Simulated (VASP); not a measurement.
# AlN (Cm) in VASP: a series of runs

The runs below take AlN through single point, with LDA.

All numbers are computed with VASP 6.6.1; they aren't measurements. Logs are shortened: lines on timing, memory, paths and dates and some standing lists are left out, and cuts for length are marked.

**1. The cell of the first run**

Symmetry: Cm, No. 8, monoclinic system. Conventional cell: a = 5.350 Å, b = 3.089 Å, c = 12.184 Å, α = 90.00°, β = 102.68°, γ = 90.00°. Within 2.5 Å of Al (site symmetry m) lie 3 N at 1.88 Å. Within 2.5 Å of Al (site symmetry m) lie 4 N at 1.88 to 1.89 Å. Al (site symmetry m) has 4 N at 1.88 to 1.89 Å within 2.5 Å. Within 2.5 Å of Al (site symmetry m) lie 4 N at 1.88 to 1.89 Å. N (site symmetry m) has 3 Al at 1.88 Å within 2.5 Å. N (site symmetry m) has 4 Al at 1.88 to 1.89 Å within 2.5 Å. Within 2.5 Å of N (site symmetry m) lie 4 Al at 1.88 to 1.89 Å. N (site symmetry m) has 4 Al at 1.88 to 1.89 Å within 2.5 Å.

**2. Single point, LDA (the part above a cut slid along it)**

INCAR

```
PREC = Accurate
ENCUT = 520
EDIFF = 1E-6
ISMEAR = 0
SIGMA = 0.05
LREAL = False
LASPH = True
NELM = 60
ALGO = Normal
ISIF = 2
LWAVE = False
LCHARG = False
GGA = CA
NBANDS = 26
ISYM = 0
```

KPOINTS

```
regular mesh
0
Gamma
  8 8 3
```

POSCAR

```
AlN
1.0
   -3.0886152975      0.0000000000      0.0000000000
   -1.5443076488     -2.6748193102      0.0000000000
   -0.7721538244     -1.3374096551     11.8871685333
Al N
4 4
Direct
    0.3333333333     -0.0428305872      0.7523278410
    0.3333333333      0.1651072515      0.3364521636
    0.6666666667      0.6024095042      0.1285143249
    0.6666666667      0.3944716655      0.5443900023
    0.3333333333      0.2936215764      0.0794235138
    0.3333333333      0.0856837377      0.4952991913
    0.6666666667      0.5229859904      0.2873613526
    0.6666666667      0.3150481517      0.7032370300
```

Potentials or basis: VASP PAW LDA potentials, release 64 (Al, N).

Run with:

```sh
cat potpaw_LDA.64/Al/POTCAR potpaw_LDA.64/N/POTCAR > POTCAR
mpirun -np 1 vasp_std > vasp.out
```

OUTCAR:

```text
PREC = Accurate
   ENCUT = 520
   EDIFF = 1E-6
   ISMEAR = 0
   LREAL = False
   LASPH = True
   NELM = 60
   ISIF = 2
   GGA = CA
   ISYM = 0

 ion  position               nearest neighbor table
   1  0.333  0.957  0.752-   8 1.88   8 1.88   8 1.88   4 3.05   4 3.05   4 3.05
   2  0.333  0.165  0.336-   7 1.88   7 1.88   7 1.88   6 1.89   4 3.05   3 3.05   3 3.05   4 3.05
                             3 3.05   4 3.05
   3  0.667  0.602  0.129-   5 1.88   5 1.88   5 1.88   7 1.89   2 3.05   2 3.05   2 3.05
   4  0.667  0.394  0.544-   6 1.88   6 1.88   6 1.88   8 1.89   2 3.05   1 3.05   2 3.05   1 3.05
                             2 3.05   1 3.05
   5  0.333  0.294  0.079-   3 1.88   3 1.88   3 1.88
   6  0.333  0.086  0.495-   4 1.88   4 1.88   4 1.88   2 1.89
   7  0.667  0.523  0.287-   2 1.88   2 1.88   2 1.88   3 1.89
   8  0.667  0.315  0.703-   1 1.88   1 1.88   1 1.88   4 1.89

IMPORTANT INFORMATION: All symmetrisations will be switched off!
NOSYMM: (Re-)initialisation of all symmetry stuff for point group C_1.

----------------------------------------------------------------------------------------

                                     Primitive cell

  volume of cell :      98.2057

  direct lattice vectors                    reciprocal lattice vectors
    -3.088615298  0.000000000  0.000000000    -0.323769684  0.186928514  0.000000000
    -1.544307649 -2.674819310  0.000000000     0.000000000 -0.373857029 -0.042062161
    -0.772153824 -1.337409655 11.887168533     0.000000000  0.000000000  0.084124323

  length of vectors
     3.088615298  3.088615298 11.987062270     0.373857029  0.376215767  0.084124323

  position of ions in fractional coordinates (direct lattice)
     0.333333333  0.957169413  0.752327841
     0.333333333  0.165107251  0.336452164
     0.666666667  0.602409504  0.128514325
     0.666666667  0.394471665  0.544390002
     0.333333333  0.293621576  0.079423514
     0.333333333  0.085683738  0.495299191
     0.666666667  0.522985990  0.287361353
     0.666666667  0.315048152  0.703237030

  ion indices of the primitive-cell ions
   primitive index   ion index
                 1           1
                 2           2
                 3           3
                 4           4
                 5           5
                 6           6
                 7           7
                 8           8

----------------------------------------------------------------------------------------

 KPOINTS: regular mesh

Automatic generation of k-mesh.
 Grid dimensions read from file:
 generate k-points for:    8    8    3

 Generating k-lattice:

  Cartesian coordinates                     Fractional coordinates (reciprocal lattice)
    -0.040471211  0.023366064  0.000000000     0.125000000  0.000000000  0.000000000
     0.000000000 -0.046732129 -0.005257770     0.000000000  0.125000000 -0.000000000
     0.000000000  0.000000000  0.028041441     0.000000000  0.000000000  0.333333333

  Length of vectors
     0.046732129  0.047026971  0.028041441

  Shift w.r.t. Gamma in fractional coordinates (k-lattice)
     0.000000000  0.000000000  0.000000000

 -----------------------------------------------------------------------------
|                                                                             |
|           W    W    AA    RRRRR   N    N  II  N    N   GGGG   !!!           |
|           W    W   A  A   R    R  NN   N  II  NN   N  G    G  !!!           |
|           W    W  A    A  R    R  N N  N  II  N N  N  G       !!!           |
|           W WW W  AAAAAA  RRRRR   N  N N  II  N  N N  G  GGG   !            |
|           WW  WW  A    A  R   R   N   NN  II  N   NN  G    G                |
|           W    W  A    A  R    R  N    N  II  N    N   GGGG   !!!           |
|                                                                             |
|     Your reciprocal lattice and k-lattice belong to different lattice       |
|     classes:                                                                |
|                                                                             |
|        The reciprocal lattice is body-centered orthorhombic,                |
|        whereas your k-lattice is base-centered monoclinic.                  |
|                                                                             |
|     Results are often still useful ...                                      |
|                                                                             |
 -----------------------------------------------------------------------------

 WARNING: IBZKPT: internal override: KBLOWUP is changed to .FALSE.
      ... skipping the blow-up phase ...

 Subroutine IBZKPT returns following result:
 ===========================================

 Found     98 irreducible k-points:

 Following reciprocal coordinates:
            Coordinates               Weight
  0.000000  0.000000  0.000000      1.000000
  0.125000  0.000000  0.000000      2.000000
  0.250000  0.000000  0.000000      2.000000
  0.375000 -0.000000  0.000000      2.000000
  0.500000  0.000000  0.000000      1.000000
  0.000000  0.125000 -0.000000      2.000000
[... 16 lines left out ...]
  0.125000  0.375000  0.000000      2.000000
  0.250000  0.375000  0.000000      2.000000
 [... further k-points ...]
   k-points           NKPTS =     98   k-points in BZ     NKDIM =     98   number of bands    NBANDS=     26
   number of dos      NEDOS =    301   number of ions     NIONS =      8
   total plane-waves  NPLWV =  51840
   dimension x,y,z NGX =    24 NGY =   24 NGZ =   90
   dimension x,y,z NGXF=    48 NGYF=   48 NGZF=  180
   ions per type =               4   4
   NGX,Y,Z   is equivalent  to a cutoff of  12.92, 12.92, 12.48 a.u.
   NGXF,Y,Z  is equivalent  to a cutoff of  25.84, 25.84, 24.96 a.u.
 SYSTEM =  unknown system
   PREC   = accura    normal or accurate (medium, high low for compatibility)
   ISTART =      0    job   : 0-new  1-cont  2-samecut
   ICHARG =      2    charge: 1-file 2-atom 10-const
   ISPIN  =      1    spin polarized calculation?
   LNONCOLLINEAR =      F non collinear calculations
   LSORBIT =      F    spin-orbit coupling
   LASPH  =      T    aspherical Exc in radial PAW
   ENCUT  =  520.0 eV  38.22 Ry    6.18 a.u.   5.74  5.74 22.29*2*pi/ulx,y,z
   NELM   =     60;   NELMIN=  2; NELMDL= -5     # of ELM steps
   EDIFF  = 0.1E-05   stopping-criterion for ELM
   LREAL  =      F    real-space projection
   EDIFFG = 0.1E-04   stopping-criterion for IOM
   NSW    =      0    number of steps for IOM
   IBRION =     -1    ionic relax: 0-MD 1-quasi-New 2-CG
   NFREE  =      0    steps in history (QN), initial steepest desc. (CG)
   ISIF   =      2    stress and relaxation
   ISYM   =      0    0-nonsym 1-usesym 2-fastsym
   POTIM  = 0.5000    time-step for ionic-motion
   TEBEG  =    0.0;   TEEND  =   0.0 temperature during run
   PSTRESS=    0.0 pullay stress
   NELECT =      32.0000    total number of electrons
   NUPDOWN=      -1.0000    fix difference up-down
   EMIN   =  10.00;   EMAX   =-10.00  energy-range for DOS
   EFERMI =   0.00;   METHOD = LEGACY
   ISMEAR =     0;   SIGMA  =   0.05  broadening in eV -4-tet -1-fermi 0-gaus
   EFERMI_NEDOS =   21; number of points for ismear=-14 and -15
   IALGO  =     38    algorithm
   IMIX   =      4    mixing-type and parameters
     AMIX     =   0.40;   BMIX     =  1.00
     AMIX_MAG =   1.60;   BMIX_MAG =  1.00
  volume/ion in A,a.u.               =      12.28        82.84
  Fermi-wavevector in a.u.,A,eV,Ry     =   1.126538  2.128849 17.266995  1.269088
  Thomas-Fermi vector in A             =   2.263220
   LORBIT       =      0    0 simple, 1 ext, 2 COOP (PROOUT), +10 PAW based schemes
   GGA     = CA    functional components
   LHFCALC =     F    Hartree Fock is set to
   AEXX    =    0.0000 exact exchange contribution
   IVDW    =     0    specifies the selected vdW correction
   LEPSILON=     F    determine dielectric tensor
   LRPA    =     F    only Hartree local field effects (RPA)
 non-spin polarized calculation
 Gauss-broadening in eV      SIGMA  =   0.05
  energy-cutoff  :      520.00
  volume of cell :       98.21
 maximum number of plane-waves:      2672
   NGX = 11   NGY = 11   NGZ = 45

 number of electron      31.9999998 magnetization

 Free energy of the ion-electron system (eV)
  ---------------------------------------------------
  ext. energy  EPLUGINS =         0.00000000
  ---------------------------------------------------
  free energy    TOTEN  =       -61.98588440 eV

  energy without entropy =      -61.98259986  energy(sigma->0) =      -61.98424213

 E-fermi :   5.8021     XC(G=0): -10.3181

 val. band max:        5.7760941529   @ k =   0.0000   0.1250  -0.0000
 cond. band min:       5.8134591808   @ k =   0.1250   0.1250   0.3333
 fundamental gap:      0.0373650279
 Fermi energy:         5.8021403166

 k-point     1 :       0.0000    0.0000    0.0000
  band No.  band energies     occupation
      1     -12.1494      2.00000
      2     -10.7742      2.00000
      3      -9.4599      2.00000
      4      -7.2779      2.00000
      5      -2.5403      2.00000
      6      -0.2738      2.00000
[... 18 lines left out ...]
     25      14.7492      0.00000
     26      14.9696      0.00000

 k-point     2 :       0.1250    0.0000    0.0000
  band No.  band energies     occupation
      1     -11.9605      2.00000
      2     -10.5990      2.00000
      3      -9.2936      2.00000
      4      -7.1192      2.00000
      5      -2.3334      2.00000
      6      -0.2815      2.00000
[... 18 lines left out ...]
     25      14.2493      0.00000
     26      14.7184      0.00000

 k-point     3 :       0.2500    0.0000    0.0000
  band No.  band energies     occupation
      1     -11.4449      2.00000
      2     -10.1304      2.00000
      3      -8.8518      2.00000
      4      -6.7016      2.00000
      5      -1.7961      2.00000
      6      -1.2149      2.00000
[... 18 lines left out ...]
     25      14.2952      0.00000
     26      15.0434      0.00000

 k-point     4 :       0.3750   -0.0000    0.0000
  band No.  band energies     occupation
      1     -10.8002      2.00000
      2      -9.5770      2.00000
      3      -8.3356      2.00000
      4      -6.2236      2.00000
      5      -2.5671      2.00000
      6      -1.6855      2.00000
[... 18 lines left out ...]
     25      14.3955      0.00000
     26      14.4379      0.00000

 k-point     5 :       0.5000    0.0000    0.0000
  band No.  band energies     occupation
      1     -10.4678      2.00000
      2      -9.3172      2.00000
      3      -8.0928      2.00000
      4      -6.0049      2.00000
      5      -3.1322      2.00000
      6      -2.0850      2.00000
[... 18 lines left out ...]
     25      14.1576      0.00000
     26      14.7049      0.00000

 k-point     6 :       0.0000    0.1250   -0.0000
  band No.  band energies     occupation
      1     -11.9604      2.00000
      2     -10.5990      2.00000
      3      -9.2935      2.00000
      4      -7.1193      2.00000
      5      -2.3326      2.00000
      6      -0.2852      2.00000
[... 427 lines left out ...]
 k-point    21 :      -0.1250    0.2500   -0.0000
  band No.  band energies     occupation
      1     -11.0149      2.00000
      2      -9.7539      2.00000
      3      -8.4992      2.00000
      4      -6.3727      2.00000
      5      -1.9275      2.00000
      6      -1.4835      2.00000
[... 18 lines left out ...]
     25      14.0453      0.00000
     26      14.5315      0.00000

 k-point    22 :       0.0000    0.3750   -0.0000
  band No.  band energies     occupation
      1     -10.8000      2.00000
      2      -9.5770      2.00000
      3      -8.3356      2.00000
      4      -6.2232      2.00000
      5      -2.5703      2.00000
      6      -1.6844      2.00000
[... 18 lines left out ...]
     25      14.3542      0.00000
     26      14.4869      0.00000

 k-point    23 :       0.1250    0.3750    0.0000
  band No.  band energies     occupation
      1     -11.0148      2.00000
      2      -9.7539      2.00000
      3      -8.4992      2.00000
      4      -6.3726      2.00000
      5      -1.9290      2.00000
      6      -1.4840      2.00000
[... 18 lines left out ...]
     25      14.0423      0.00000
     26      14.5054      0.00000

 k-point    24 :       0.2500    0.3750    0.0000
  band No.  band energies     occupation
      1     -11.0148      2.00000
      2      -9.7539      2.00000
      3      -8.4991      2.00000
      4      -6.3727      2.00000
      5      -1.9286      2.00000
      6      -1.4844      2.00000
[... 18 lines left out ...]
     25      13.9653      0.00000
     26      14.6217      0.00000

 [... further k-points ...]
[... 5 lines left out ...]
  --------------------------------------------------------------------------------------
  -------------------------------------------------------------------------------------
  Total       -0.4785364     -0.6410498     -2.5766508     -0.1410135     -0.0736704      0.1322408
  in kB       -7.8070839    -10.4584097    -42.0367812     -2.3005660     -1.2018965      2.1574434
  external PRESSURE =     -20.1007583 kB  Pullay stress =       0.0000000 kB

 VOLUME and BASIS-vectors are now :
 -----------------------------------------------------------------------------
  energy-cutoff  :      520.00
  volume of cell :       98.21
      direct lattice vectors                 reciprocal lattice vectors
    -3.088615298  0.000000000  0.000000000    -0.323769684  0.186928514  0.000000000
    -1.544307649 -2.674819310  0.000000000     0.000000000 -0.373857029 -0.042062161
    -0.772153824 -1.337409655 11.887168533     0.000000000  0.000000000  0.084124323

 POSITION                                       TOTAL-FORCE (eV/Angst)
 -----------------------------------------------------------------------------------
     -3.08862     -3.56643      8.94305         0.011129     -0.006679      0.097634
     -1.54431     -0.89161      3.99946        -0.000770      0.000330     -1.506623
     -3.08862     -1.78321      1.52767        -0.002032      0.000947     -2.431801
     -3.08862     -1.78321      6.47126        -0.003875      0.002085     -1.439802
     -1.54431     -0.89161      0.94412         0.020791     -0.012089      1.201162
     -1.54431     -0.89161      5.88770        -0.002203      0.001442      1.324298
     -3.08862     -1.78321      3.41591         0.002320     -0.001110      1.550955
     -3.08862     -1.78321      8.35950        -0.025360      0.015074      1.204176
 -----------------------------------------------------------------------------------
    total drift:                               -0.000068     -0.000130     -0.001371

  FREE ENERGIE OF THE ION-ELECTRON SYSTEM (eV)
  ---------------------------------------------------
  free  energy   TOTEN  =       -61.9858844027 eV

  energy  without entropy=      -61.9825998638  energy(sigma->0) =      -61.98424213
```

Run time: 6.4 min. Hardware: 1 thread of Intel Xeon 8259CL, shared host; peak memory 0.3 GiB.

What came out:

* Free energy: -61.9859 eV
* Pressure: -2.0 GPa
* Largest force: 2.432 eV/Å
* Band gap on the k mesh: zero (bands 16 and 17 overlap by 0.13 eV)

Forces in eV/Å, atoms in the order of the input:
```
Al   0.011 -0.007  0.098
Al  -0.001  0.000 -1.507
Al  -0.002  0.001 -2.432
Al  -0.004  0.002 -1.440
N    0.021 -0.012  1.201
N   -0.002  0.001  1.324
N    0.002 -0.001  1.551
N   -0.025  0.015  1.204
```

Caveat: the cell differs from its parent crystal (the part above a cut slid along it); semilocal functionals underestimate gaps, and a narrow one can read as zero; forces of over 1 eV/Å act on the atoms, so gaps and moduli don't describe the material at rest.

**3. Single point, LDA (the part above a cut slid along it)**

INCAR

```
  PREC = Accurate
  ENCUT = 520
  EDIFF = 1E-6
  ISMEAR = 0
  SIGMA = 0.05
  LREAL = F
  LASPH = T
  NELM = 80
  ALGO = Normal
  ISIF = 2
  LWAVE = F
  LCHARG = F
  GGA = CA
  NBANDS = 26
  ISYM = 0
```

KPOINTS

```
Automatic mesh
0
Gamma
  8 8 3
```

POSCAR

```
AlN
1.0
   -3.0886152975      0.0000000000      0.0000000000
   -1.5443076488     -2.6748193102      0.0000000000
   -0.7721538244     -1.3374096551     10.5871685333
Al N
4 4
Direct
    0.3333333333     -0.0890198110      0.8447062886
    0.3333333333      0.1444507459      0.3777651748
    0.6666666667      0.5945193577      0.1442946180
    0.6666666667      0.3610488008      0.6112357317
    0.3333333333      0.2887453639      0.0891759389
    0.3333333333      0.0552748070      0.5561170527
    0.6666666667      0.5053434188      0.3226464958
    0.6666666667      0.2718728619      0.7895876096
```

Potentials or basis: VASP PAW LDA potentials, release 64 (Al, N).

Run with:

```sh
cat potpaw_LDA.64/Al/POTCAR potpaw_LDA.64/N/POTCAR > POTCAR
mpirun -np 1 vasp_std > vasp.out
```

Run time: 4.5 min. Hardware: 1 thread of Intel Xeon 8259CL, shared host; peak memory 0.28 GiB.

Results (log left out):

```yaml
Free_energy: -63.6568 eV
Pressure: -4.1 GPa
Largest_force: 1.424 eV/Å
Band_gap_on_the_k_mesh: 1.80 eV
```

Forces on the atoms (eV/Å):
```
Al   0.075 -0.044  1.127
Al  -0.001  0.000 -0.925
Al  -0.080  0.046 -1.421
Al  -0.027  0.016 -0.921
N    0.202 -0.117 -0.474
N   -0.011  0.006  0.865
N    0.023 -0.014  0.949
N   -0.182  0.105  0.800
```

Stress tensor (GPa, compression positive):
```
-1.64 -1.63  1.16
-1.63 -3.52 -0.67
 1.16 -0.67 -7.04
```

Levels at points of the mesh, in eV from the valence-band top:
| k point | band 14 | band 15 | band 16 | band 17 | band 18 | band 19 |
| --- | --- | --- | --- | --- | --- | --- |
| (0.00, 0.00, 0.00) | -0.94 | -0.07 | 0.00 | 1.80 | 4.68 | 5.01 |
| (0.50, 0.00, 0.00) | -2.13 | -1.00 | -0.86 | 2.82 | 3.21 | 4.36 |
| (0.00, 0.50, 0.00) | -2.13 | -0.84 | -0.72 | 2.12 | 3.74 | 4.33 |
| (0.50, 0.50, 0.00) | -2.13 | -0.84 | -0.59 | 1.91 | 3.46 | 4.52 |

Caveat: the cell differs from its parent crystal (the part above a cut slid along it); the stress differs along the axes, from -7 to -2 GPa; forces of over 1 eV/Å act on the atoms, so gaps and moduli don't describe the material at rest.

The gap in the log of VASP goes by the Fermi energy; the results here count the filled bands.